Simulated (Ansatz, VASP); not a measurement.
# W in VASP and in Ansatz

```xyz
1
Lattice="-1.5743 1.5743 1.5743 1.5743 -1.5743 1.5743 1.5743 1.5743 -1.5743" Properties=species:S:1:pos:R:3 pbc="T T T"
W     0.0000    0.0000    0.0000
```

Alike in both runs: task single point; functional r2SCAN; k mesh 15 × 15 × 15; no spin polarisation.

```csv
,VASP,Ansatz
version,VASP 6.6.1,Ansatz 0.2.0
potentials or method,"VASP PAW PBE potentials, release 64 (W_sv), cutoff 520 eV",PAW plane waves
occupations,"fermi-dirac, width 0.1 eV",fermi-dirac
valence electrons in the cell,14,14
```

|  | VASP | Ansatz | Ansatz less VASP |
| --- | --- | --- | --- |
| pressure (GPa) | 7.7 | 6.4 | -1.32 |

VASP's potentials were made for PBE, not for r2SCAN.

Spin-orbit coupling is off throughout.
